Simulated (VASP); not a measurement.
# CoSi2 (Fm-3m) in VASP: notebook

Runs on CoSi2. Level: PBE. Tasks: single point.

Everything below comes from runs of VASP 6.6.1. Logs are shortened: lines on timing, memory, paths and dates and some standing lists are left out, and cuts for length are marked.

### 1 The cell of the first run

Symmetry: Fm-3m, No. 225, cubic system. The conventional cell has a = 5.356 Å, b = 5.356 Å, c = 5.356 Å, α = 90.00°, β = 90.00°, γ = 90.00°. Co (site symmetry m-3m) has 8 Si at 2.32 Å within 3.1 Å. Within 3.1 Å of Si (site symmetry -43m) lie 4 Co at 2.32 Å and 6 Si at 2.68 Å.

### 2 Single point, PBE, collinear spin, ferromagnetic start

Contents of INCAR:

```
ALGO = Normal
EDIFF = 1E-6
ENCUT = 520
GGA = PE
ISIF = 2
ISMEAR = 0
ISPIN = 2
LASPH = True
LCHARG = False
LMAXMIX = 4
LORBIT = 11
LREAL = False
LWAVE = False
MAGMOM = 1.5 0 0
NBANDS = 20
NELM = 150
PREC = Accurate
SIGMA = 0.05
```

Contents of KPOINTS:

```
k-points
0
Gamma
  12 12 12
```

Contents of POSCAR:

```
CoSi2
1.0
    0.0000000000      2.6780000000      2.6780000000
    2.6780000000      0.0000000000      2.6780000000
    2.6780000000      2.6780000000      0.0000000000
Co Si
1 2
Direct
    0.0000000000      0.0000000000      0.0000000000
    0.2500000000      0.2500000000      0.2500000000
    0.7500000000      0.7500000000      0.7500000000
```

Potentials or basis: VASP PAW PBE potentials, release 64 (Co, Si).

The run is started by

```sh
cat potpaw_PBE.64/Co/POTCAR potpaw_PBE.64/Si/POTCAR > POTCAR
mpirun -np 1 vasp_std > vasp.out
```

OUTCAR:

```text
EDIFF = 1E-6
   ENCUT = 520
   GGA = PE
   ISIF = 2
   ISMEAR = 0
   ISPIN = 2
   LASPH = True
   LORBIT = 11
   LREAL = False
   NELM = 150
   PREC = Accurate

 ion  position               nearest neighbor table
   1  0.000  0.000  0.000-   3 2.32   2 2.32   3 2.32   2 2.32   3 2.32   3 2.32   2 2.32   2 2.32

   2  0.250  0.250  0.250-   1 2.32   1 2.32   1 2.32   1 2.32   3 2.68   3 2.68   3 2.68   3 2.68
                             3 2.68   3 2.68
   3  0.750  0.750  0.750-   1 2.32   1 2.32   1 2.32   1 2.32   2 2.68   2 2.68   2 2.68   2 2.68
                             2 2.68   2 2.68

  LATTYP: Found a face centered cubic cell.
 ALAT       =     5.3560000000

  Lattice vectors:

 A1 = (   0.0000000000,   2.6780000000,   2.6780000000)
 A2 = (   2.6780000000,   0.0000000000,   2.6780000000)
 A3 = (   2.6780000000,   2.6780000000,   0.0000000000)

Analysis of symmetry for initial positions (statically):
=====================================================================
 Subroutine PRICEL returns:
 Original cell was already a primitive cell.

 Routine SETGRP: Setting up the symmetry group for a
 face centered cubic supercell.

 Subroutine GETGRP returns: Found 48 space group operations
 (whereof 48 operations were pure point group operations)
 out of a pool of 48 trial point group operations.

The static configuration has the point symmetry O_h .

Analysis of symmetry for dynamics (positions and initial velocities):
=====================================================================
 Subroutine PRICEL returns:
 Original cell was already a primitive cell.

 Routine SETGRP: Setting up the symmetry group for a
 face centered cubic supercell.

 Subroutine GETGRP returns: Found 48 space group operations
 (whereof 48 operations were pure point group operations)
 out of a pool of 48 trial point group operations.

The dynamic configuration has the point symmetry O_h .

Analysis of structural, dynamic, and magnetic symmetry:
=====================================================================
 Subroutine PRICEL returns:
 Original cell was already a primitive cell.

 Routine SETGRP: Setting up the symmetry group for a
 face centered cubic supercell.

 Subroutine GETGRP returns: Found 48 space group operations
 (whereof 48 operations were pure point group operations)
 out of a pool of 48 trial point group operations.

The overall configuration has the point symmetry O_h .

 Subroutine INISYM returns: Found 48 space group operations
 (whereof 48 operations are pure point group operations),
 and found     1 'primitive' translations

----------------------------------------------------------------------------------------

[... 118 lines left out ...]
   LORBIT       =     11    0 simple, 1 ext, 2 COOP (PROOUT), +10 PAW based schemes
   GGA     = PE    functional components
   LHFCALC =     F    Hartree Fock is set to
   AEXX    =    0.0000 exact exchange contribution
   IVDW    =     0    specifies the selected vdW correction
   LEPSILON=     F    determine dielectric tensor
   LRPA    =     F    only Hartree local field effects (RPA)
 spin polarized calculation
 Gauss-broadening in eV      SIGMA  =   0.05
  energy-cutoff  :      520.00
  volume of cell :       38.41
 maximum number of plane-waves:      1056
   NGX = 15   NGY = 15   NGZ = 15

 number of electron      16.9999995 magnetization      -0.0009625

 number of electron      16.9999995 magnetization       0.0000584

 Free energy of the ion-electron system (eV)
  ---------------------------------------------------
  ext. energy  EPLUGINS =         0.00000000
  ---------------------------------------------------
  free energy    TOTEN  =       -19.29608689 eV

  energy without entropy =      -19.29462277  energy(sigma->0) =      -19.29535483

 E-fermi :  10.0752     XC(G=0): -11.7468

 val. band max:       10.0569299173   @ k =   0.4167   0.2500   0.0833
 cond. band min:      10.0957236628   @ k =   0.4167   0.0833   0.0000
 fundamental gap:      0.0387937454
 Fermi energy:        10.0752293935

 spin component 1

 k-point     1 :       0.0000    0.0000    0.0000
  band No.  band energies     occupation
      1      -3.0320      1.00000
      2       6.0149      1.00000
      3       6.0149      1.00000
      4       6.0149      1.00000
      5       8.1845      1.00000
      6       8.1845      1.00000
[... 541 lines left out ...]
     19      24.7812      0.00000
     20      25.1853      0.00000

 [... further k-points ...]

 spin component 2

 k-point     1 :       0.0000    0.0000    0.0000
  band No.  band energies     occupation
      1      -3.0320      1.00000
      2       6.0149      1.00000
      3       6.0149      1.00000
      4       6.0149      1.00000
      5       8.1845      1.00000
      6       8.1845      1.00000
[... 541 lines left out ...]
     19      24.7812      0.00000
     20      25.1853      0.00000

 [... further k-points ...]
[... 5 lines left out ...]
  --------------------------------------------------------------------------------------
  -------------------------------------------------------------------------------------
  Total        0.0524434      0.0524434      0.0524434      0.0000000      0.0000000     -0.0000000
  in kB        2.1874565      2.1874565      2.1874565      0.0000000      0.0000000     -0.0000000
  external PRESSURE =       2.1874565 kB  Pullay stress =       0.0000000 kB

 VOLUME and BASIS-vectors are now :
 -----------------------------------------------------------------------------
  energy-cutoff  :      520.00
  volume of cell :       38.41
      direct lattice vectors                 reciprocal lattice vectors
     0.000000000  2.678000000  2.678000000    -0.186706497  0.186706497  0.186706497
     2.678000000  0.000000000  2.678000000     0.186706497 -0.186706497  0.186706497
     2.678000000  2.678000000  0.000000000     0.186706497  0.186706497 -0.186706497

 POSITION                                       TOTAL-FORCE (eV/Angst)
 -----------------------------------------------------------------------------------
      0.00000      0.00000      0.00000         0.000000      0.000000      0.000000
      1.33900      1.33900      1.33900        -0.000000     -0.000000     -0.000000
      4.01700      4.01700      4.01700         0.000000      0.000000      0.000000
 -----------------------------------------------------------------------------------
    total drift:                               -0.000000     -0.000000      0.000000

  FREE ENERGIE OF THE ION-ELECTRON SYSTEM (eV)
  ---------------------------------------------------
  free  energy   TOTEN  =       -19.2960868949 eV

  energy  without entropy=      -19.2946227680  energy(sigma->0) =      -19.29535483

 total charge

# of ion       s       p       d       tot
------------------------------------------
    1        0.541   0.720   7.594   8.855
    2        0.717   0.873   0.000   1.590
    3        0.717   0.873   0.000   1.590
--------------------------------------------------
tot          1.975   2.465   7.594  12.035

 magnetization (x)

# of ion       s       p       d       tot
------------------------------------------
    1        0.000  -0.000  -0.000  -0.000
    2        0.000  -0.000   0.000  -0.000
    3        0.000  -0.000   0.000  -0.000
--------------------------------------------------
tot          0.000  -0.000  -0.000  -0.000
```

OSZICAR:

```text
N       E                     dE             d eps       ncg     rms          rms(c)
DAV:   1     0.672500281358E+02    0.67250E+02   -0.66431E+03  5800   0.814E+02
DAV:   2    -0.159357783876E+02   -0.83186E+02   -0.72882E+02  6112   0.185E+02
DAV:   3    -0.204487901687E+02   -0.45130E+01   -0.43739E+01  6972   0.456E+01
DAV:   4    -0.205210266210E+02   -0.72236E-01   -0.72095E-01  6748   0.523E+00
DAV:   5    -0.205231430447E+02   -0.21164E-02   -0.21161E-02  7296   0.946E-01    0.155E+01
DAV:   6    -0.247938623804E+02   -0.42707E+01   -0.17947E+01  6460   0.845E+01    0.187E+01
DAV:   7    -0.193346439840E+02    0.54592E+01   -0.89223E+00  6936   0.659E+01    0.325E+00
DAV:   8    -0.193252031586E+02    0.94408E-02   -0.50891E-01  6984   0.426E+00    0.194E+00
DAV:   9    -0.192957562968E+02    0.29447E-01   -0.62635E-02  6844   0.392E+00    0.717E-01
DAV:  10    -0.192959654724E+02   -0.20918E-03   -0.27100E-03  7460   0.423E-01    0.311E-01
DAV:  11    -0.192959807338E+02   -0.15261E-04   -0.67326E-04  7124   0.334E-01    0.103E-01
DAV:  12    -0.192960886427E+02   -0.10791E-03   -0.25864E-04  6856   0.195E-01    0.454E-02
DAV:  13    -0.192960871093E+02    0.15333E-05   -0.24536E-05  7084   0.553E-02    0.144E-02
DAV:  14    -0.192960868949E+02    0.21443E-06   -0.17946E-06  6292   0.143E-02
   1 F= -.19296087E+02 E0= -.19295355E+02  d E =-.146413E-02  mag=    -0.0004
```

stdout:

```text
POSCAR found type information on POSCAR CoSi
 POSCAR found :  2 types and       3 ions
 scaLAPACK will be used
 LDA part: xc-table for (Slater+PW92), standard interpolation
 POSCAR, INCAR and KPOINTS ok, starting setup
 FFT: planning ... GRIDC
 FFT: planning ... GRID_SOFT
 FFT: planning ... GRID
 WAVECAR not read
 entering main loop
```

Wall time 2.7 min (1 thread of Intel Xeon 8259CL, shared host); peak memory 0.23 GiB.

Results:

| Property | Result |
| --- | --- |
| Free energy | -19.2961 eV |
| Pressure | 0.2 GPa |
| Net moment | 0.00 μB per cell |
| Valence electrons inside the program's atomic spheres | Co 8.86; Si 1.59 |

Levels at points of the mesh, in eV from the Fermi level:
Spin up:
| k point | band 7 | band 8 | band 9 | band 10 | band 11 | band 12 |
| --- | --- | --- | --- | --- | --- | --- |
| (0.00, 0.00, 0.00) | 0.77 | 3.42 | 3.42 | 3.42 | 3.47 | 3.47 |
| (0.50, 0.00, 0.00) | -1.61 | -0.46 | -0.46 | 2.71 | 3.42 | 3.42 |
| (0.50, 0.50, 0.00) | -1.94 | -1.89 | -1.32 | 1.59 | 2.94 | 8.57 |
Spin down:
```
           k point  band 5  band 6  band 7  band 8  band 9  band 10  band 11  band 12  band 13  band 14
(0.00, 0.00, 0.00)   -1.89   -1.89    0.77    3.42    3.42     3.42     3.47     3.47     3.47     5.68
(0.50, 0.00, 0.00)   -2.15   -1.61   -1.61   -0.46   -0.46     2.71     3.42     3.42     4.36    10.38
(0.50, 0.50, 0.00)   -3.64   -1.94   -1.94   -1.89   -1.32     1.59     2.94     8.57     9.60     9.60
```

### 3 Single point, PBE, collinear spin (12.86 Å³/atom)

This run uses another cell than the first one, of 12.86 Å³/atom.

Contents of INCAR:

```
PREC = Accurate
ENCUT = 520
EDIFF = 1E-6
ISMEAR = 0
SIGMA = 0.05
LREAL = False
LASPH = True
NELM = 150
ALGO = Normal
ISIF = 2
LWAVE = False
LCHARG = False
ISPIN = 2
MAGMOM = 0.05 0 0
LORBIT = 11
LMAXMIX = 4
GGA = PE
NBANDS = 20
```

Contents of KPOINTS:

```
Automatic mesh
0
Gamma
  12 12 12
```

Contents of POSCAR:

```
CoSi2
1.0
    0.0000000000      2.6815659163      2.6815659163
    2.6815659163      0.0000000000      2.6815659163
    2.6815659163      2.6815659163      0.0000000000
Co Si
1 2
Direct
    0.0000000000      0.0000000000      0.0000000000
    0.2500000000      0.2500000000      0.2500000000
    0.7500000000      0.7500000000      0.7500000000
```

Potentials or basis: VASP PAW PBE potentials, release 64 (Co, Si).

The run is started by

```sh
cat potpaw_PBE.64/Co/POTCAR potpaw_PBE.64/Si/POTCAR > POTCAR
mpirun -np 1 vasp_std > vasp.out
```

Wall time 2.8 min (1 thread of Intel Xeon 8259CL, shared host); peak memory 0.23 GiB.

Results (log left out):

```
Free energy                                           : -19.2960 eV
Pressure                                              : -0.6 GPa
Net moment                                            : 0.00 μB per cell
Valence electrons inside the program's atomic spheres : Co 8.84; Si 1.59
```

Levels at points of the mesh, in eV from the Fermi level:
Spin up:
```tsv
k point	band 7	band 8	band 9	band 10	band 11	band 12
(0.00, 0.00, 0.00)	0.73	3.41	3.41	3.41	3.47	3.47
(0.50, 0.00, 0.00)	-1.60	-0.46	-0.46	2.70	3.41	3.41
(0.50, 0.50, 0.00)	-1.93	-1.88	-1.31	1.57	2.94	8.57
```
Spin down:
```
           k point  band 7  band 8  band 9  band 10  band 11  band 12
(0.00, 0.00, 0.00)    0.73    3.41    3.41     3.41     3.47     3.47
(0.50, 0.00, 0.00)   -1.60   -0.46   -0.46     2.70     3.41     3.41
(0.50, 0.50, 0.00)   -1.93   -1.88   -1.31     1.57     2.94     8.57
```

### 4 Single point, PBE, collinear spin (12.83 Å³/atom)

This run uses another cell than the first one, of 12.83 Å³/atom.

Contents of INCAR:

```
PREC = Accurate ; ENCUT = 520
EDIFF = 1E-6 ; ISMEAR = 0
SIGMA = 0.05 ; LREAL = F
LASPH = T ; NELM = 150
ALGO = Normal ; ISIF = 2
LWAVE = F ; LCHARG = F
ISPIN = 2 ; MAGMOM = 0.05 0 0
LORBIT = 11 ; LMAXMIX = 4
GGA = PE ; NBANDS = 20
```

Contents of KPOINTS:

```
regular mesh
0
Gamma
  12 12 12
```

Contents of POSCAR:

```
CoSi2
1.0
    0.0000000000      2.6798182503      2.6798182503
    2.6798182503      0.0000000000      2.6798182503
    2.6798182503      2.6798182503      0.0000000000
Co Si
1 2
Direct
    0.0000000000      0.0000000000      0.0000000000
    0.2500000000      0.2500000000      0.2500000000
    0.7500000000      0.7500000000      0.7500000000
```

The run is started by

```sh
cat potpaw_PBE.64/Co/POTCAR potpaw_PBE.64/Si/POTCAR > POTCAR
mpirun -np 1 vasp_std > vasp.out
```

Wall time 2.8 min (1 thread of Intel Xeon 8259CL, shared host); peak memory 0.23 GiB.

Results (log left out):

- Free energy: -19.2961 eV
- Pressure: -0.2 GPa
- Net moment: 0.00 μB per cell
- Valence electrons inside the program's atomic spheres: Co 8.85; Si 1.59

Levels at points of the mesh, in eV from the Fermi level:
Spin up:
| k point | band 7 | band 8 | band 9 | band 10 | band 11 | band 12 |
| --- | --- | --- | --- | --- | --- | --- |
| (0.00, 0.00, 0.00) | 0.75 | 3.42 | 3.42 | 3.42 | 3.47 | 3.47 |
| (0.50, 0.00, 0.00) | -1.60 | -0.46 | -0.46 | 2.70 | 3.42 | 3.42 |
| (0.50, 0.50, 0.00) | -1.93 | -1.89 | -1.31 | 1.58 | 2.94 | 8.57 |
Spin down:
| k point | band 5 | band 6 | band 7 | band 8 | band 9 | band 10 | band 11 | band 12 | band 13 | band 14 |
| --- | --- | --- | --- | --- | --- | --- | --- | --- | --- | --- |
| (0.00, 0.00, 0.00) | -1.88 | -1.88 | 0.75 | 3.42 | 3.42 | 3.42 | 3.47 | 3.47 | 3.47 | 5.68 |
| (0.50, 0.00, 0.00) | -2.15 | -1.60 | -1.60 | -0.46 | -0.46 | 2.70 | 3.42 | 3.42 | 4.35 | 10.37 |
| (0.50, 0.50, 0.00) | -3.64 | -1.93 | -1.93 | -1.89 | -1.31 | 1.58 | 2.94 | 8.57 | 9.58 | 9.58 |

### 5 Single point, PBE, collinear spin, ferromagnetic start

This run uses another cell than the first one: it holds 6 atoms, not 3.

Contents of INCAR:

```
PREC = Accurate
ENCUT = 520
EDIFF = 1E-6
ISMEAR = 0
SIGMA = 0.05
LREAL = F
LASPH = T
NELM = 150
ALGO = Normal
ISIF = 2
LWAVE = F
LCHARG = F
ISPIN = 2
MAGMOM = 1.5 1.5 0 0 0 0
LORBIT = 11
LMAXMIX = 4
GGA = PE
NBANDS = 30
```

Contents of KPOINTS:

```
regular mesh
0
Gamma
  8 8 6
```

Contents of POSCAR:

```
CoSi2
1.0
    0.0000000000      2.6798182503     -2.6798182503
    0.0000000000      2.6798182503      2.6798182503
    5.3596365006      0.0000000000      0.0000000000
Co Si
2 4
Direct
    0.0000000000      0.0000000000      0.0000000000
    0.5000000000      0.5000000000      0.5000000000
    0.0000000000      0.5000000000      0.2500000000
    0.0000000000      1.5000000000      0.7500000000
    0.5000000000      1.0000000000      0.7500000000
    0.5000000000      2.0000000000      1.2500000000
```

The run is started by

```sh
cat potpaw_PBE.64/Co/POTCAR potpaw_PBE.64/Si/POTCAR > POTCAR
mpirun -np 1 vasp_std > vasp.out
```

It took 6.7 min on 1 thread of Intel Xeon 8259CL, shared host; peak memory 0.33 GiB.

Results (log left out):

```yaml
Free_energy: -38.6017 eV
Pressure: -0.2 GPa
Band_gap_on_the_k_mesh: zero (filled and empty bands overlap)
Net_moment: 0.00 μB per cell
Valence_electrons_inside_the_program's_atomic_spheres: Co 8.85; Si 1.59
```

Stress tensor (GPa, compression positive):
```
-0.61  0.00  0.00
 0.00  0.01  0.00
 0.00  0.00  0.01
```

Levels at points of the mesh, in eV from the Fermi level:
Spin up:
| k point | band 13 | band 14 | band 15 | band 16 | band 17 | band 18 | band 19 | band 20 | band 21 | band 22 |
| --- | --- | --- | --- | --- | --- | --- | --- | --- | --- | --- |
| (0.00, 0.00, 0.00) | -1.86 | -1.85 | -1.28 | 0.78 | 1.61 | 2.97 | 3.44 | 3.44 | 3.45 | 3.49 |
| (0.50, 0.00, 0.00) | -1.47 | -1.47 | -1.03 | -1.03 | 0.32 | 0.32 | 2.53 | 2.53 | 4.20 | 4.20 |
| (0.50, 0.50, 0.00) | -1.90 | -1.90 | -1.86 | -1.86 | -1.28 | -1.28 | 1.61 | 1.61 | 2.97 | 2.97 |
| (0.00, 0.00, 0.50) | -0.27 | -0.27 | -0.27 | -0.27 | -0.20 | -0.20 | 1.43 | 1.43 | 3.29 | 3.29 |
| (0.50, 0.00, 0.50) | -1.57 | -1.57 | -0.43 | -0.43 | -0.43 | -0.43 | 2.73 | 2.73 | 3.44 | 3.44 |
| (0.50, 0.50, 0.50) | -1.90 | -1.90 | -1.40 | -1.40 | -0.63 | -0.63 | 3.66 | 3.66 | 3.66 | 3.66 |
Spin down:
| k point | band 13 | band 14 | band 15 | band 16 | band 17 | band 18 | band 19 | band 20 | band 21 | band 22 |
| --- | --- | --- | --- | --- | --- | --- | --- | --- | --- | --- |
| (0.00, 0.00, 0.00) | -1.86 | -1.85 | -1.28 | 0.78 | 1.61 | 2.97 | 3.44 | 3.44 | 3.45 | 3.49 |
| (0.50, 0.00, 0.00) | -1.47 | -1.47 | -1.04 | -1.04 | 0.32 | 0.32 | 2.53 | 2.53 | 4.20 | 4.20 |
| (0.50, 0.50, 0.00) | -1.90 | -1.90 | -1.86 | -1.86 | -1.28 | -1.28 | 1.61 | 1.61 | 2.97 | 2.97 |
| (0.00, 0.00, 0.50) | -0.27 | -0.27 | -0.27 | -0.27 | -0.20 | -0.20 | 1.43 | 1.43 | 3.29 | 3.29 |
| (0.50, 0.00, 0.50) | -1.57 | -1.57 | -0.43 | -0.43 | -0.43 | -0.43 | 2.73 | 2.73 | 3.44 | 3.44 |
| (0.50, 0.50, 0.50) | -1.90 | -1.90 | -1.40 | -1.40 | -0.63 | -0.63 | 3.66 | 3.66 | 3.66 | 3.66 |
